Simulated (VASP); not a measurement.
# SiC (P1) in VASP: notebook

Runs on SiC. Level: PBEsol. Tasks: single point.

Program: VASP 6.6.1. These are calculated values, not measurements. Logs are shortened: lines on timing, memory, paths and dates and some standing lists are left out, and cuts for length are marked.

### 1 The cell of the first run

The typed cell holds 2 atoms: a = 3.081 Å, b = 3.081 Å, c = 3.081 Å, α = 60.00°, β = 60.00°, γ = 60.00°.

### 2 Single point, PBEsol (mode 4 frozen in at -0.060 Å and mode 5 at -0.012 Å (largest displacements))

Contents of INCAR:

```
ALGO = Normal
EDIFF = 1E-6
ENCUT = 520
GGA = PS
ISIF = 2
ISMEAR = 0
LASPH = True
LCHARG = True
LELF = True
LREAL = False
LVHAR = True
LWAVE = False
NBANDS = 11
NELM = 80
PREC = Accurate
SIGMA = 0.05
```

Contents of KPOINTS:

```
k-points
0
Gamma
  10 10 10
```

Contents of POSCAR:

```
SiC
1.0
    0.0000000000      2.1783945700      2.1783945700
    2.1783945700      0.0000000000      2.1783945700
    2.1783945700      2.1783945700      0.0000000000
Si C
1 1
Direct
   -0.0047117196      0.0070675794      0.0047117196
    0.7610172878      0.7334740682      0.7389827122
```

Potentials or basis: VASP PAW PBE potentials, release 64 (Si, C).

Run with:

```
> cat potpaw_PBE.64/Si/POTCAR potpaw_PBE.64/C/POTCAR > POTCAR
> mpirun -np 1 vasp_std > vasp.out
```

OUTCAR:

```text
EDIFF = 1E-6
   ENCUT = 520
   GGA = PS
   ISIF = 2
   ISMEAR = 0
   LASPH = True
   LREAL = False
   NELM = 80
   PREC = Accurate

 ion  position               nearest neighbor table
   1  0.995  0.007  0.005-   2 1.83   2 1.85   2 1.93   2 1.95
   2  0.761  0.733  0.739-   1 1.83   1 1.85   1 1.93   1 1.95

  LATTYP: Found a face centered cubic cell.
 ALAT       =     4.3567891400

  Lattice vectors:

 A1 = (   0.0000000000,   2.1783945700,   2.1783945700)
 A2 = (   2.1783945700,   0.0000000000,   2.1783945700)
 A3 = (   2.1783945700,   2.1783945700,   0.0000000000)

Analysis of symmetry for initial positions (statically):
=====================================================================
 Subroutine PRICEL returns:
 Original cell was already a primitive cell.

 Routine SETGRP: Setting up the symmetry group for a
 face centered cubic supercell.

 Subroutine GETGRP returns: Found  1 space group operations
 (whereof  1 operations were pure point group operations)
 out of a pool of 48 trial point group operations.

The static configuration has the point symmetry C_1 .

Analysis of symmetry for dynamics (positions and initial velocities):
=====================================================================
 Subroutine PRICEL returns:
 Original cell was already a primitive cell.

 Routine SETGRP: Setting up the symmetry group for a
 face centered cubic supercell.

 Subroutine GETGRP returns: Found  1 space group operations
 (whereof  1 operations were pure point group operations)
 out of a pool of 48 trial point group operations.

The dynamic configuration has the point symmetry C_1 .

 Subroutine INISYM returns: Found  1 space group operations
 (whereof  1 operations are pure point group operations),
 and found     1 'primitive' translations

----------------------------------------------------------------------------------------

                                     Primitive cell

  volume of cell :      20.6747

  direct lattice vectors                    reciprocal lattice vectors
     0.000000000  2.178394570  2.178394570    -0.229526830  0.229526830  0.229526830
     2.178394570  0.000000000  2.178394570     0.229526830 -0.229526830  0.229526830
     2.178394570  2.178394570  0.000000000     0.229526830  0.229526830 -0.229526830

  length of vectors
     3.080715145  3.080715145  3.080715145     0.397552131  0.397552131  0.397552131

  position of ions in fractional coordinates (direct lattice)
     0.995288280  0.007067579  0.004711720
     0.761017288  0.733474068  0.738982712

  ion indices of the primitive-cell ions
   primitive index   ion index
                 1           1
                 2           2

----------------------------------------------------------------------------------------

 KPOINTS: k-points

Automatic generation of k-mesh.
 Grid dimensions read from file:
 generate k-points for:   10   10   10

 Generating k-lattice:

  Cartesian coordinates                     Fractional coordinates (reciprocal lattice)
    -0.022952683  0.022952683  0.022952683     0.100000000  0.000000000  0.000000000
     0.022952683 -0.022952683  0.022952683     0.000000000  0.100000000  0.000000000
     0.022952683  0.022952683 -0.022952683     0.000000000  0.000000000  0.100000000

  Length of vectors
     0.039755213  0.039755213  0.039755213

  Shift w.r.t. Gamma in fractional coordinates (k-lattice)
     0.000000000  0.000000000  0.000000000

 Subroutine IBZKPT returns following result:
 ===========================================

 Found    504 irreducible k-points:

 Following reciprocal coordinates:
            Coordinates               Weight
  0.000000  0.000000  0.000000      1.000000
  0.100000  0.000000  0.000000      2.000000
  0.000000  0.100000  0.000000      2.000000
  0.000000  0.000000  0.100000      2.000000
  0.100000  0.100000  0.100000      2.000000
  0.200000  0.000000  0.000000      2.000000
[... 16 lines left out ...]
  0.000000  0.100000  0.100000      2.000000
  0.100000  0.000000  0.100000      2.000000
 [... further k-points ...]
   k-points           NKPTS =    504   k-points in BZ     NKDIM =    504   number of bands    NBANDS=     11
   number of dos      NEDOS =    301   number of ions     NIONS =      2
   total plane-waves  NPLWV =  13824
   dimension x,y,z NGX =    24 NGY =   24 NGZ =   24
   dimension x,y,z NGXF=    48 NGYF=   48 NGZF=   48
   ions per type =               1   1
   NGX,Y,Z   is equivalent  to a cutoff of  12.95, 12.95, 12.95 a.u.
   NGXF,Y,Z  is equivalent  to a cutoff of  25.90, 25.90, 25.90 a.u.
 SYSTEM =  unknown system
   PREC   = accura    normal or accurate (medium, high low for compatibility)
   ISTART =      0    job   : 0-new  1-cont  2-samecut
   ICHARG =      2    charge: 1-file 2-atom 10-const
   ISPIN  =      1    spin polarized calculation?
   LNONCOLLINEAR =      F non collinear calculations
   LSORBIT =      F    spin-orbit coupling
[... 55 lines left out ...]
 fundamental gap:      0.8257703521
 Fermi energy:         8.7390034644

 k-point     1 :       0.0000    0.0000    0.0000
  band No.  band energies     occupation
      1      -7.3702      2.00000
      2       7.6319      2.00000
      3       8.0787      2.00000
      4       8.4513      2.00000
      5      14.2263      0.00000
      6      15.1736      0.00000
      7      15.3037      0.00000
      8      15.5068      0.00000
      9      22.5081      0.00000
     10      22.5133      0.00000
     11      24.3057      0.00000

 k-point     2 :       0.1000    0.0000    0.0000
  band No.  band energies     occupation
      1      -7.1747      2.00000
      2       7.1697      2.00000
      3       7.5185      2.00000
      4       8.1678      2.00000
      5      14.5004      0.00000
      6      15.3089      0.00000
      7      15.6395      0.00000
      8      15.7699      0.00000
      9      21.6020      0.00000
     10      21.6099      0.00000
     11      24.0074      0.00000

 k-point     3 :       0.0000    0.1000    0.0000
  band No.  band energies     occupation
      1      -7.1730      2.00000
      2       6.7462      2.00000
      3       7.8728      2.00000
      4       8.3027      2.00000
      5      14.4546      0.00000
      6      15.4135      0.00000
      7      15.5042      0.00000
      8      15.8455      0.00000
      9      21.4290      0.00000
     10      21.4893      0.00000
     11      24.2399      0.00000

 k-point     4 :       0.0000    0.0000    0.1000
  band No.  band energies     occupation
      1      -7.1733      2.00000
      2       6.8133      2.00000
      3       7.7918      2.00000
      4       8.3055      2.00000
      5      14.4594      0.00000
      6      15.3928      0.00000
      7      15.4764      0.00000
      8      15.8875      0.00000
      9      21.4566      0.00000
     10      21.5235      0.00000
     11      24.1985      0.00000

 k-point     5 :       0.1000    0.1000    0.1000
  band No.  band energies     occupation
      1      -7.1751      2.00000
      2       7.2571      2.00000
      3       7.5220      2.00000
      4       8.0610      2.00000
      5      14.5180      0.00000
      6      15.3460      0.00000
      7      15.6068      0.00000
      8      15.7507      0.00000
      9      21.6298      0.00000
     10      21.6353      0.00000
     11      23.9623      0.00000
[... 211 lines left out ...]
 k-point    21 :       0.5000    0.5000    0.5000
  band No.  band energies     occupation
      1      -3.8509      2.00000
      2      -0.3388      2.00000
      3       6.6504      2.00000
      4       7.1666      2.00000
      5      13.4324      0.00000
      6      14.8311      0.00000
      7      15.3973      0.00000
      8      17.9754      0.00000
      9      24.0716      0.00000
     10      25.0064      0.00000
     11      25.5214      0.00000

 k-point    22 :       0.1000    0.1000    0.0000
  band No.  band energies     occupation
      1      -7.1086      2.00000
      2       7.0185      2.00000
      3       7.5894      2.00000
      4       7.8526      2.00000
      5      14.4588      0.00000
      6      14.9791      0.00000
      7      16.0012      0.00000
      8      16.1297      0.00000
      9      20.1004      0.00000
     10      22.8087      0.00000
     11      25.2756      0.00000

 k-point    23 :       0.0000    0.1000    0.1000
  band No.  band energies     occupation
      1      -7.1086      2.00000
      2       7.1842      2.00000
      3       7.3407      2.00000
      4       7.9222      2.00000
      5      14.4744      0.00000
      6      15.0190      0.00000
      7      15.9336      0.00000
      8      16.1635      0.00000
      9      20.1122      0.00000
     10      22.8068      0.00000
     11      25.2297      0.00000

 k-point    24 :       0.1000    0.0000    0.1000
  band No.  band energies     occupation
      1      -7.1086      2.00000
      2       7.0145      2.00000
      3       7.5982      2.00000
      4       7.8483      2.00000
      5      14.4582      0.00000
      6      14.9776      0.00000
      7      16.0038      0.00000
      8      16.1283      0.00000
      9      20.1000      0.00000
     10      22.8087      0.00000
     11      25.2749      0.00000

 [... further k-points ...]
[... 5 lines left out ...]
  --------------------------------------------------------------------------------------
  -------------------------------------------------------------------------------------
  Total        0.0463279      0.2243424      0.2168861     -0.1517663     -0.7436028      0.0568461
  in kB        3.5901605     17.3853024     16.8074800    -11.7610554    -57.6251340      4.4052629
  external PRESSURE =      12.5943143 kB  Pullay stress =       0.0000000 kB

 VOLUME and BASIS-vectors are now :
 -----------------------------------------------------------------------------
  energy-cutoff  :      520.00
  volume of cell :       20.67
      direct lattice vectors                 reciprocal lattice vectors
     0.000000000  2.178394570  2.178394570    -0.229526830  0.229526830  0.229526830
     2.178394570  0.000000000  2.178394570     0.229526830 -0.229526830  0.229526830
     2.178394570  2.178394570  0.000000000     0.229526830  0.229526830 -0.229526830

 POSITION                                       TOTAL-FORCE (eV/Angst)
 -----------------------------------------------------------------------------------
      0.02566      2.17839      2.18353        -1.631217      0.102091     -0.335804
      3.20759      3.26759      3.25559         1.631217     -0.102091      0.335804
 -----------------------------------------------------------------------------------
    total drift:                                0.000033     -0.000006     -0.000001

  FREE ENERGIE OF THE ION-ELECTRON SYSTEM (eV)
  ---------------------------------------------------
  free  energy   TOTEN  =       -15.8419473946 eV

  energy  without entropy=      -15.8419473946  energy(sigma->0) =      -15.84194739
```

It took 26 s on 1 thread of Intel Xeon 6975P-C (Granite Rapids), shared host; peak memory 0.22 GiB.

Results:

```yaml
Free_energy: -15.8419 eV
Pressure: 1.3 GPa
Largest_force: 1.669 eV/Å
Band_gap_on_the_k_mesh: 0.83 eV, indirect (least direct gap 4.24 eV)
```

Forces in eV/Å, atoms in the order of the input:
```
Si  -1.631  0.102 -0.336
C    1.631 -0.102  0.336
```

Stress tensor (GPa, compression positive):
```
 0.36 -1.18  0.44
-1.18  1.74 -5.76
 0.44 -5.76  1.68
```

Levels at points of the mesh, in eV from the valence-band top:
| k point | band 1 | band 2 | band 3 | band 4 | band 5 | band 6 | band 7 | band 8 | band 9 |
| --- | --- | --- | --- | --- | --- | --- | --- | --- | --- |
| (0.00, 0.00, 0.00) | -15.82 | -0.82 | -0.37 | 0.00 | 5.78 | 6.72 | 6.85 | 7.06 | 14.06 |
| (0.50, 0.00, 0.00) | -12.28 | -8.86 | -1.82 | -1.20 | 4.96 | 6.36 | 7.04 | 9.52 | 15.60 |
| (0.00, 0.50, 0.00) | -12.13 | -9.20 | -1.57 | -1.12 | 4.96 | 6.56 | 7.15 | 9.50 | 15.47 |
| (0.00, 0.00, 0.50) | -12.16 | -9.13 | -1.65 | -1.10 | 4.95 | 6.47 | 7.18 | 9.51 | 15.50 |
| (0.50, 0.50, 0.50) | -12.30 | -8.79 | -1.80 | -1.28 | 4.98 | 6.38 | 6.95 | 9.52 | 15.62 |
| (0.50, 0.50, 0.00) | -10.76 | -8.24 | -3.62 | -3.54 | 0.83 | 3.77 | 13.56 | 13.62 | 14.26 |
| (0.00, 0.50, 0.50) | -10.77 | -8.20 | -3.82 | -3.40 | 0.83 | 3.82 | 13.56 | 13.59 | 14.24 |
| (0.50, 0.00, 0.50) | -10.76 | -8.24 | -3.59 | -3.57 | 0.83 | 3.77 | 13.57 | 13.62 | 14.26 |

Caveat: the cell differs from its parent crystal (mode 4 frozen in at -0.060 Å and mode 5 at -0.012 Å (largest displacements)); the PAW data sets were made with another functional, which shifts forces and pressure a little.

### 3 Single point, PBEsol (mode 4 frozen in at -0.048 Å and mode 5 at -0.036 Å (largest displacements))

Contents of INCAR:

```
SYSTEM = SiC
PREC = Accurate ; ENCUT = 520
EDIFF = 1E-7 ; ISMEAR = 0
SIGMA = 0.05 ; LREAL = .False.
LASPH = .True. ; NELM = 100
ALGO = Normal ; ISIF = 2
LWAVE = .False. ; LCHARG = .False.
GGA = PS ; NBANDS = 11
```

Contents of KPOINTS:

```
Automatic mesh
0
Gamma
  10 10 10
  0 0 0
```

Contents of POSCAR:

```
SiC
1.0
    0.0000000000      2.1783945700      2.1783945700
    2.1783945700      0.0000000000      2.1783945700
    2.1783945700      2.1783945700      0.0000000000
Si C
1 1
Direct
   -0.0011779299      0.0082455093      0.0011779299
    0.7527543220      0.7307197463      0.7472456780
```

Potentials or basis: VASP PAW PBE potentials, release 64 (Si, C).

Run with:

```
> cat potpaw_PBE.64/Si/POTCAR potpaw_PBE.64/C/POTCAR > POTCAR
> mpirun -np 1 vasp_std > vasp.out
```

It took 28 s on 1 thread of Intel Xeon 6975P-C (Granite Rapids), shared host; peak memory 0.22 GiB.

The run converged. Its results:

* Free energy: -15.8443 eV
* Pressure: 1.2 GPa
* Largest force: 1.671 eV/Å
* Band gap on the k mesh: 0.83 eV, indirect (least direct gap 4.26 eV)

Forces on the atoms (eV/Å):
```
Si  -1.318  0.245 -0.997
C    1.318 -0.245  0.997
```

Stress tensor (GPa, compression positive):
```
 0.80 -3.50  1.06
-3.50  1.70 -4.64
 1.06 -4.64  1.19
```

Levels at points of the mesh, in eV from the valence-band top:
```csv
k point,band 2,band 3,band 4,band 5,band 6,band 7
"(0.00, 0.00, 0.00)",-0.80,-0.38,0.00,5.78,6.73,6.85
"(0.50, 0.00, 0.00)",-8.95,-1.78,-1.13,4.95,6.37,7.13
"(0.00, 0.50, 0.00)",-9.23,-1.51,-1.15,4.97,6.65,7.10
"(0.00, 0.00, 0.50)",-9.02,-1.73,-1.10,4.95,6.40,7.16
"(0.50, 0.50, 0.50)",-8.76,-1.76,-1.36,5.00,6.42,6.88
"(0.50, 0.50, 0.00)",-8.22,-3.71,-3.46,0.83,3.80,13.57
"(0.00, 0.50, 0.50)",-8.21,-3.77,-3.43,0.84,3.81,13.57
"(0.50, 0.00, 0.50)",-8.24,-3.59,-3.56,0.83,3.78,13.59
```

Caveat: the cell differs from its parent crystal (mode 4 frozen in at -0.048 Å and mode 5 at -0.036 Å (largest displacements)); the PAW data sets were made with another functional, which shifts forces and pressure a little. A k mesh can miss the band edges.

### 4 Single point, PBEsol (mode 4 frozen in at -0.036 Å and mode 5 at -0.024 Å (largest displacements))

Contents of INCAR:

```
PREC = Accurate
ENCUT = 520
EDIFF = 1E-6
ISMEAR = 0
SIGMA = 0.05
LREAL = False
LASPH = True
NELM = 60
ALGO = Normal
ISIF = 2
LWAVE = False
LCHARG = False
GGA = PS
NBANDS = 11
```

Contents of KPOINTS:

```
Automatic mesh
0
Gamma
  10 10 10
```

Contents of POSCAR:

```
SiC
1.0
    0.0000000000      2.1783945700      2.1783945700
    2.1783945700      0.0000000000      2.1783945700
    2.1783945700      2.1783945700      0.0000000000
Si C
1 1
Direct
   -0.0011779299      0.0058896495      0.0011779299
    0.7527543220      0.7362283902      0.7472456780
```

Run with:

```
> cat potpaw_PBE.64/Si/POTCAR potpaw_PBE.64/C/POTCAR > POTCAR
> mpirun -np 1 vasp_std > vasp.out
```

Wall time 25 s (1 thread of Intel Xeon 6975P-C (Granite Rapids), shared host); peak memory 0.22 GiB.

Results (log left out):

| Quantity | Value |
| --- | --- |
| Free energy | -15.8783 eV |
| Pressure | 0.8 GPa |
| Largest force | 1.195 eV/Å |
| Band gap on the k mesh | 0.94 eV, indirect (least direct gap 4.31 eV) |

Forces in eV/Å, atoms in the order of the input:
```
Si  -0.987  0.122 -0.662
C    0.987 -0.122  0.662
```

Stress tensor (GPa, compression positive):
```
 0.55 -2.31  0.53
-2.31  1.05 -3.45
 0.53 -3.45  0.83
```

Levels at points of the mesh, in eV from the valence-band top:
| k point | band 1 | band 2 | band 3 | band 4 | band 5 | band 6 | band 7 | band 8 |
| --- | --- | --- | --- | --- | --- | --- | --- | --- |
| (0.00, 0.00, 0.00) | -15.71 | -0.58 | -0.28 | 0.00 | 5.90 | 6.86 | 6.96 | 7.10 |
| (0.50, 0.00, 0.00) | -12.12 | -8.85 | -1.59 | -1.12 | 5.08 | 6.57 | 7.12 | 9.63 |
| (0.00, 0.50, 0.00) | -12.04 | -9.06 | -1.39 | -1.12 | 5.08 | 6.78 | 7.11 | 9.62 |
| (0.00, 0.00, 0.50) | -12.10 | -8.92 | -1.55 | -1.09 | 5.07 | 6.60 | 7.16 | 9.63 |
| (0.50, 0.50, 0.50) | -12.18 | -8.72 | -1.57 | -1.28 | 5.10 | 6.61 | 6.95 | 9.64 |
| (0.50, 0.50, 0.00) | -10.65 | -8.12 | -3.57 | -3.40 | 0.94 | 3.91 | 13.68 | 13.70 |
| (0.00, 0.50, 0.50) | -10.65 | -8.11 | -3.62 | -3.37 | 0.94 | 3.92 | 13.67 | 13.69 |
| (0.50, 0.00, 0.50) | -10.65 | -8.13 | -3.49 | -3.47 | 0.94 | 3.90 | 13.69 | 13.70 |

Caveat: the cell differs from its parent crystal (mode 4 frozen in at -0.036 Å and mode 5 at -0.024 Å (largest displacements)); the PAW data sets were made with another functional, which shifts forces and pressure a little.

### 5 Single point, PBEsol (mode 4 frozen in at -0.060 Å and mode 5 at -0.024 Å (largest displacements))

Contents of INCAR:

```
PREC     = Accurate       # precision mode
ENCUT    = 520            # plane-wave cutoff, eV
EDIFF    = 1E-6           # SCF threshold, eV
ISMEAR   = 0              # smearing method
SIGMA    = 0.05           # smearing width, eV
LREAL    = False          # projectors in reciprocal space
LASPH    = True           # aspherical terms in the spheres
NELM     = 80             # most SCF steps
ALGO     = Normal         # electronic algorithm
ISIF     = 2              # what is computed and relaxed
LWAVE    = False          # write WAVECAR
LCHARG   = True           # write CHGCAR
GGA      = PS             # functional
LELF     = True           # ELF
LVHAR    = True         
NBANDS   = 11             # bands
```

KPOINTS is that of step 4.

Contents of POSCAR:

```
SiC
1.0
    0.0000000000      2.1783945700      2.1783945700
    2.1783945700      0.0000000000      2.1783945700
    2.1783945700      2.1783945700      0.0000000000
Si C
1 1
Direct
   -0.0035337897      0.0082455093      0.0035337897
    0.7582629659      0.7307197463      0.7417370341
```

Run with:

```
> cat potpaw_PBE.64/Si/POTCAR potpaw_PBE.64/C/POTCAR > POTCAR
> mpirun -np 1 vasp_std > vasp.out
```

Wall time 25 s (1 thread of Intel Xeon 6975P-C (Granite Rapids), shared host); peak memory 0.21 GiB.

Results (log left out):

| Item | Value |
| --- | --- |
| Free energy | -15.8333 eV |
| Pressure | 1.4 GPa |
| Largest force | 1.779 eV/Å |
| Band gap on the k mesh | 0.80 eV, indirect (least direct gap 4.23 eV) |

Forces on the atoms (eV/Å):
```
Si  -1.635  0.204 -0.671
C    1.635 -0.204  0.671
```

Stress tensor (GPa, compression positive):
```
 0.52 -2.35  0.88
-2.35  1.91 -5.78
 0.88 -5.78  1.67
```

Levels at points of the mesh, in eV from the valence-band top:
```tsv
k point	band 1	band 2	band 3	band 4	band 5	band 6	band 7	band 8
(0.00, 0.00, 0.00)	-15.84	-0.86	-0.40	0.00	5.75	6.70	6.82	7.05
(0.50, 0.00, 0.00)	-12.29	-8.91	-1.85	-1.17	4.93	6.31	7.07	9.50
(0.00, 0.50, 0.00)	-12.14	-9.25	-1.57	-1.14	4.94	6.58	7.13	9.47
(0.00, 0.00, 0.50)	-12.20	-9.11	-1.73	-1.10	4.92	6.39	7.18	9.49
(0.50, 0.50, 0.50)	-12.34	-8.78	-1.83	-1.34	4.96	6.35	6.90	9.50
(0.50, 0.50, 0.00)	-10.78	-8.26	-3.69	-3.52	0.80	3.75	13.54	13.60
(0.00, 0.50, 0.50)	-10.79	-8.22	-3.84	-3.42	0.81	3.80	13.54	13.57
(0.50, 0.00, 0.50)	-10.78	-8.27	-3.61	-3.58	0.80	3.75	13.55	13.60
```

Caveat: the cell differs from its parent crystal (mode 4 frozen in at -0.060 Å and mode 5 at -0.024 Å (largest displacements)); the PAW data sets were made with another functional, which shifts forces and pressure a little. A k mesh can miss the band edges.
